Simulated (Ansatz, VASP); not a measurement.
GaN in VASP and in Ansatz

INCAR

```
ALGO = Normal
EDIFF = 1E-6
ENCUT = 520
GGA = PE
ISIF = 2
ISMEAR = 0
LASPH = T
LCHARG = F
LREAL = F
LWAVE = F
NBANDS = 46
NELM = 60
PREC = Accurate
SIGMA = 0.1
```

KPOINTS

```
k-points
0
Gamma
  4 4 4
```

Contents of POSCAR:

```
GaN
1.0
   -3.5402888700      3.5402888700      2.5033604200
    3.5402888700     -3.5402888700      2.5033604200
    3.5402888700      3.5402888700     -2.5033604200
Ga N
4 4
Direct
    0.2500001200      0.1250000000      0.6250001200
    0.4999998800      0.6250000000      0.3749998800
    0.8750000000      0.5000001200      0.1250001200
    0.3750000000      0.7499998800      0.8749998800
    0.8750000000      0.7499998800      0.3749998800
    0.3750000000      0.5000001200      0.6250001200
    0.2500001200      0.6250000000      0.1250001200
    0.4999998800      0.1250000000      0.8749998800
```

Input for Ansatz:

```yaml
crystal:
  lattice:
    - [-3.54028887, 3.54028887, 2.50336042]
    - [3.54028887, -3.54028887, 2.50336042]
    - [3.54028887, 3.54028887, -2.50336042]
  atoms:
    - { symbol: Ga, position: [0.25000012, 0.125, 0.62500012] }
    - { symbol: Ga, position: [0.49999988, 0.625, 0.37499988] }
    - { symbol: Ga, position: [0.875, 0.50000012, 0.12500012] }
    - { symbol: Ga, position: [0.375, 0.74999988, 0.87499988] }
    - { symbol: "N", position: [0.875, 0.74999988, 0.37499988] }
    - { symbol: "N", position: [0.375, 0.50000012, 0.62500012] }
    - { symbol: "N", position: [0.25000012, 0.625, 0.12500012] }
    - { symbol: "N", position: [0.49999988, 0.125, 0.87499988] }
basis:
  ecutwfc: 420
kpoints:
  mp_grid: { grid: [4, 4, 4] }
hamiltonian:
  xc: pbe
scf:
  occupations: { method: gaussian, width: 0.1 }
  lower_state_search: "off"
output:
  forces: true
  stress: true
  eigenvalues: true
```

Alike in both runs: task single point; functional PBE; k mesh 4 × 4 × 4; occupations gaussian, width 0.1 eV; no spin polarisation.

|  | VASP | Ansatz |
| --- | --- | --- |
| version | VASP 6.6.1 | Ansatz 0.2.0 |
| potentials or method | VASP PAW PBE potentials, release 64 (Ga_d, N), cutoff 520 eV | scalar-relativistic, plane waves, PAW |
| valence electrons in the cell | 72 | 72 |

|  | VASP | Ansatz | Ansatz less VASP |
| --- | --- | --- | --- |
| gap on the k mesh at the Fermi level (eV) | 1.90 | 1.90 | -0.006 |
| least direct gap on the mesh (eV) | 2.01 | 2.00 | -0.005 |
| pressure (GPa) | 20.8 | 21.4 | +0.57 |
| traceless stress, the component that is largest in VASP (GPa) | 1.79 | 1.78 | -0.007 |
| rms of the force components (eV/Å) | 0.232 | 0.230 | -0.0023 |

Atom by atom the forces differ by 0.002 eV/Å (rms over components).
